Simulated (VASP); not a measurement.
# Ca (Fm-3m) in VASP: further runs, part 2 of 3

VASP 6.6.1.

## Step 4: Single point, PBEsol

This run uses another cell than the first one, of 38.52 Å³/atom.

File INCAR:

```
PREC = Accurate
ENCUT = 520
EDIFF = 1E-7
ISMEAR = -1
SIGMA = 0.08
LREAL = False
LASPH = True
NELM = 100
ALGO = Normal
ISIF = 2
LWAVE = False
LCHARG = False
GGA = PS
NBANDS = 11
```

File KPOINTS:

```
regular mesh
0
Gamma
  18 18 18
```

File POSCAR:

```
Ca
1.0
    0.0000000000      2.6805629229      2.6805629229
    2.6805629229      0.0000000000      2.6805629229
    2.6805629229      2.6805629229      0.0000000000
Ca
1
Direct
    0.0000000000      0.0000000000      0.0000000000
```

Potentials or basis: VASP PAW PBE potentials, release 64 (Ca_sv).

Command:

```console
cat potpaw_PBE.64/Ca_sv/POTCAR > POTCAR
mpirun -np 1 vasp_std > vasp.out
```

OUTCAR:

```text
PREC = Accurate
   ENCUT = 520
   EDIFF = 1E-7
   ISMEAR = -1
   LREAL = False
   LASPH = True
   NELM = 100
   ISIF = 2
   GGA = PS

 ion  position               nearest neighbor table
   1  0.000  0.000  0.000-

  LATTYP: Found a face centered cubic cell.
 ALAT       =     5.3611258458

  Lattice vectors:

 A1 = (   0.0000000000,   2.6805629229,   2.6805629229)
 A2 = (   2.6805629229,   0.0000000000,   2.6805629229)
 A3 = (   2.6805629229,   2.6805629229,   0.0000000000)

Analysis of symmetry for initial positions (statically):
=====================================================================
 Subroutine PRICEL returns:
 Original cell was already a primitive cell.

 Routine SETGRP: Setting up the symmetry group for a
 face centered cubic supercell.

 Subroutine GETGRP returns: Found 48 space group operations
 (whereof 48 operations were pure point group operations)
 out of a pool of 48 trial point group operations.

The static configuration has the point symmetry O_h .

Analysis of symmetry for dynamics (positions and initial velocities):
=====================================================================
 Subroutine PRICEL returns:
 Original cell was already a primitive cell.

 Routine SETGRP: Setting up the symmetry group for a
 face centered cubic supercell.

 Subroutine GETGRP returns: Found 48 space group operations
 (whereof 48 operations were pure point group operations)
 out of a pool of 48 trial point group operations.

The dynamic configuration has the point symmetry O_h .

 Subroutine INISYM returns: Found 48 space group operations
 (whereof 48 operations are pure point group operations),
 and found     1 'primitive' translations

----------------------------------------------------------------------------------------

                                     Primitive cell

  volume of cell :      38.5219

  direct lattice vectors                    reciprocal lattice vectors
     0.000000000  2.680562923  2.680562923    -0.186527985  0.186527985  0.186527985
     2.680562923  0.000000000  2.680562923     0.186527985 -0.186527985  0.186527985
     2.680562923  2.680562923  0.000000000     0.186527985  0.186527985 -0.186527985

  length of vectors
     3.790888440  3.790888440  3.790888440     0.323075947  0.323075947  0.323075947

  position of ions in fractional coordinates (direct lattice)
     0.000000000  0.000000000  0.000000000

  ion indices of the primitive-cell ions
   primitive index   ion index
                 1           1

----------------------------------------------------------------------------------------

 KPOINTS: regular mesh

Automatic generation of k-mesh.
 Grid dimensions read from file:
 generate k-points for:   18   18   18

 Generating k-lattice:

  Cartesian coordinates                     Fractional coordinates (reciprocal lattice)
    -0.010362666  0.010362666  0.010362666     0.055555556  0.000000000  0.000000000
     0.010362666 -0.010362666  0.010362666     0.000000000  0.055555556  0.000000000
     0.010362666  0.010362666 -0.010362666     0.000000000  0.000000000  0.055555556

  Length of vectors
     0.017948664  0.017948664  0.017948664

  Shift w.r.t. Gamma in fractional coordinates (k-lattice)
     0.000000000  0.000000000  0.000000000

 Subroutine IBZKPT returns following result:
 ===========================================

 Found    195 irreducible k-points:

 Following reciprocal coordinates:
            Coordinates               Weight
  0.000000  0.000000  0.000000      1.000000
  0.055556  0.000000  0.000000      8.000000
  0.111111  0.000000  0.000000      8.000000
  0.166667  0.000000  0.000000      8.000000
  0.222222  0.000000  0.000000      8.000000
  0.277778  0.000000  0.000000      8.000000
[... 16 lines left out ...]
 -0.277778  0.055556  0.000000     24.000000
 -0.222222  0.055556  0.000000     24.000000
 [... further k-points ...]
   k-points           NKPTS =    195   k-points in BZ     NKDIM =    195   number of bands    NBANDS=     11
   number of dos      NEDOS =    301   number of ions     NIONS =      1
   total plane-waves  NPLWV =  21952
   dimension x,y,z NGX =    28 NGY =   28 NGZ =   28
   dimension x,y,z NGXF=    56 NGYF=   56 NGZF=   56
   ions per type =               1
   NGX,Y,Z   is equivalent  to a cutoff of  12.28, 12.28, 12.28 a.u.
   NGXF,Y,Z  is equivalent  to a cutoff of  24.56, 24.56, 24.56 a.u.
 SYSTEM =  unknown system
   PREC   = accura    normal or accurate (medium, high low for compatibility)
   ISTART =      0    job   : 0-new  1-cont  2-samecut
   ICHARG =      2    charge: 1-file 2-atom 10-const
   ISPIN  =      1    spin polarized calculation?
   LNONCOLLINEAR =      F non collinear calculations
   LSORBIT =      F    spin-orbit coupling
   LASPH  =      T    aspherical Exc in radial PAW
   ENCUT  =  520.0 eV  38.22 Ry    6.18 a.u.   7.05  7.05  7.05*2*pi/ulx,y,z
   NELM   =    100;   NELMIN=  2; NELMDL= -5     # of ELM steps
   EDIFF  = 0.1E-06   stopping-criterion for ELM
   LREAL  =      F    real-space projection
   EDIFFG = 0.1E-05   stopping-criterion for IOM
   NSW    =      0    number of steps for IOM
   IBRION =     -1    ionic relax: 0-MD 1-quasi-New 2-CG
   NFREE  =      0    steps in history (QN), initial steepest desc. (CG)
   ISIF   =      2    stress and relaxation
   ISYM   =      2    0-nonsym 1-usesym 2-fastsym
   POTIM  = 0.5000    time-step for ionic-motion
   TEBEG  =    0.0;   TEEND  =   0.0 temperature during run
   PSTRESS=    0.0 pullay stress
   NELECT =      10.0000    total number of electrons
   NUPDOWN=      -1.0000    fix difference up-down
   EMIN   =  10.00;   EMAX   =-10.00  energy-range for DOS
   EFERMI =   0.00;   METHOD = LEGACY
   ISMEAR =    -1;   SIGMA  =   0.08  broadening in eV -4-tet -1-fermi 0-gaus
   EFERMI_NEDOS =   21; number of points for ismear=-14 and -15
   IALGO  =     38    algorithm
   IMIX   =      4    mixing-type and parameters
     AMIX     =   0.40;   BMIX     =  1.00
     AMIX_MAG =   1.60;   BMIX_MAG =  1.00
  volume/ion in A,a.u.               =      38.52       259.96
  Fermi-wavevector in a.u.,A,eV,Ry     =   1.044333  1.973502 14.838929  1.090631
  Thomas-Fermi vector in A             =   2.179081
   LORBIT       =      0    0 simple, 1 ext, 2 COOP (PROOUT), +10 PAW based schemes
   GGA     = PS    functional components
   LHFCALC =     F    Hartree Fock is set to
   AEXX    =    0.0000 exact exchange contribution
   IVDW    =     0    specifies the selected vdW correction
   LEPSILON=     F    determine dielectric tensor
   LRPA    =     F    only Hartree local field effects (RPA)
 non-spin polarized calculation
  energy-cutoff  :      520.00
  volume of cell :       38.52
 maximum number of plane-waves:      1056
   NGX = 15   NGY = 15   NGZ = 15

 number of electron      10.0000003 magnetization

 Free energy of the ion-electron system (eV)
  ---------------------------------------------------
  ext. energy  EPLUGINS =         0.00000000
  ---------------------------------------------------
  free energy    TOTEN  =        -2.14050401 eV

  energy without entropy =       -2.11446022  energy(sigma->0) =       -2.12748211

 E-fermi :   2.2623     XC(G=0):  -8.1049

 val. band max:        2.2612160791   @ k =  -0.3889   0.3333   0.0000
 cond. band min:       2.2665225123   @ k =  -0.3333   0.3333   0.1667
 fundamental gap:      0.0053064333
 Fermi energy:         2.2622995066

 k-point     1 :       0.0000    0.0000    0.0000
  band No.  band energies     occupation
      1     -39.3670      2.00000
      2     -20.3447      2.00000
      3     -20.3447      2.00000
      4     -20.3447      2.00000
      5      -1.9354      2.00000
      6       4.7069      0.00000
      7       4.7069      0.00000
      8       4.7069      0.00000
      9       5.9091      0.00000
     10       5.9091      0.00000
     11      11.7887      0.00000
[... 309 lines left out ...]
 k-point    24 :      -0.2222    0.0556    0.0000
  band No.  band energies     occupation
      1     -39.3565      2.00000
      2     -20.4391      2.00000
      3     -20.3636      2.00000
      4     -20.3552      2.00000
      5      -0.8674      2.00000
      6       3.7619      0.00000
      7       4.8008      0.00000
      8       4.9223      0.00000
      9       5.7134      0.00000
     10       6.0638      0.00000
     11      10.4485      0.00000

 [... further k-points ...]

------------------------ aborting loop because EDIFF is reached ----------------------------------------

  FORCE on cell =-STRESS in cart. coord.  units (eV):
  Direction    XX          YY          ZZ          XY          YZ          ZX
  --------------------------------------------------------------------------------------
  -------------------------------------------------------------------------------------
  Total        0.2499435      0.2499435      0.2499435      0.0000000      0.0000000     -0.0000000
  in kB       10.3954760     10.3954760     10.3954760      0.0000000      0.0000000     -0.0000000
  external PRESSURE =      10.3954760 kB  Pullay stress =       0.0000000 kB

 VOLUME and BASIS-vectors are now :
 -----------------------------------------------------------------------------
  energy-cutoff  :      520.00
  volume of cell :       38.52
      direct lattice vectors                 reciprocal lattice vectors
     0.000000000  2.680562923  2.680562923    -0.186527985  0.186527985  0.186527985
     2.680562923  0.000000000  2.680562923     0.186527985 -0.186527985  0.186527985
     2.680562923  2.680562923  0.000000000     0.186527985  0.186527985 -0.186527985

 POSITION                                       TOTAL-FORCE (eV/Angst)
 -----------------------------------------------------------------------------------
      0.00000      0.00000      0.00000         0.000000      0.000000      0.000000
 -----------------------------------------------------------------------------------
    total drift:                               -0.000000     -0.000000     -0.000000

  FREE ENERGIE OF THE ION-ELECTRON SYSTEM (eV)
  ---------------------------------------------------
  free  energy   TOTEN  =        -2.1405040068 eV

  energy  without entropy=       -2.1144602220  energy(sigma->0) =       -2.12748211
```

OSZICAR:

```text
N       E                     dE             d eps       ncg     rms          rms(c)
DAV:   1     0.667264371963E+02    0.66726E+02   -0.51019E+03  4290   0.833E+02
DAV:   2    -0.601213552850E+00   -0.67328E+02   -0.66734E+02  4686   0.212E+02
DAV:   3    -0.207837331389E+01   -0.14772E+01   -0.14564E+01  6249   0.310E+01
DAV:   4    -0.215357185023E+01   -0.75199E-01   -0.74873E-01  5588   0.536E+00
DAV:   5    -0.215486396715E+01   -0.12921E-02   -0.12919E-02  6052   0.620E-01    0.221E+00
DAV:   6    -0.214524110517E+01    0.96229E-02   -0.79278E-03  5361   0.103E+00    0.132E+00
DAV:   7    -0.214066375374E+01    0.45774E-02   -0.13980E-02  4847   0.141E+00    0.924E-02
DAV:   8    -0.214050098032E+01    0.16277E-03   -0.10766E-03  5179   0.289E-01    0.183E-02
DAV:   9    -0.214050394810E+01   -0.29678E-05   -0.58600E-05  5493   0.686E-02    0.426E-03
DAV:  10    -0.214050420337E+01   -0.25527E-06   -0.47322E-06  6648   0.174E-02    0.794E-04
DAV:  11    -0.214050408960E+01    0.11377E-06   -0.10306E-07  4371   0.285E-03    0.779E-04
DAV:  12    -0.214050400682E+01    0.82787E-07   -0.15042E-08  2811   0.979E-04
   1 F= -.21405040E+01 E0= -.21274821E+01  d E =-.260438E-01
```

Wall time 36 s (1 thread of AMD EPYC 9R45 (Zen 5), shared host); peak memory 0.19 GiB.

What came out:

- Free energy: -2.1405 eV
- Pressure: 1.0 GPa
- Band gap on the k mesh: zero (bands 5 and 6 overlap by 0.19 eV)

Caveat: the PAW data sets were made with another functional, which shifts forces and pressure a little.

## Step 5: Single point, PBEsol

This run uses another cell than the first one, of 40.59 Å³/atom.

File INCAR:

```
SYSTEM = Ca
  ALGO = Normal
  EDIFF = 1E-7
  ENCUT = 520
  GGA = PS
  ISIF = 2
  ISMEAR = -1
  LASPH = .True.
  LCHARG = .True.
  LELF = .True.
  LREAL = .False.
  LVHAR = .True.
  LWAVE = .False.
  NBANDS = 11
  NELM = 100
  PREC = Accurate
  SIGMA = 0.08
```

File KPOINTS:

```
k-points
0
Gamma
  18 18 18
  0 0 0
```

File POSCAR:

```
Ca
1.0
    0.0000000000      2.7277947334      2.7277947334
    2.7277947334      0.0000000000      2.7277947334
    2.7277947334      2.7277947334      0.0000000000
Ca
1
Direct
    0.0000000000      0.0000000000      0.0000000000
```

Command:

```console
cat potpaw_PBE.64/Ca_sv/POTCAR > POTCAR
mpirun -np 1 vasp_std > vasp.out
```

Wall time 46 s (1 thread of AMD EPYC 9R45 (Zen 5), shared host); peak memory 0.2 GiB.

The run converged. Its results:

```yaml
Free_energy: -2.1475 eV
Pressure: 0.0 GPa
Band_gap_on_the_k_mesh: zero (bands 5 and 6 overlap by 0.27 eV)
```

Levels at points of the mesh, in eV from the Fermi level:
```
           k point  band 3  band 4  band 5  band 6  band 7  band 8
(0.00, 0.00, 0.00)  -22.73  -22.73   -4.10    2.38    2.38    2.38
(0.50, 0.00, 0.00)  -22.76  -22.76   -1.02   -0.12    2.26    2.26
(0.50, 0.50, 0.00)  -22.79  -22.79   -0.50    0.54    1.04    4.23
```

Caveat: the PAW data sets were made with another functional, which shifts forces and pressure a little.

[end of part 2 of 3]
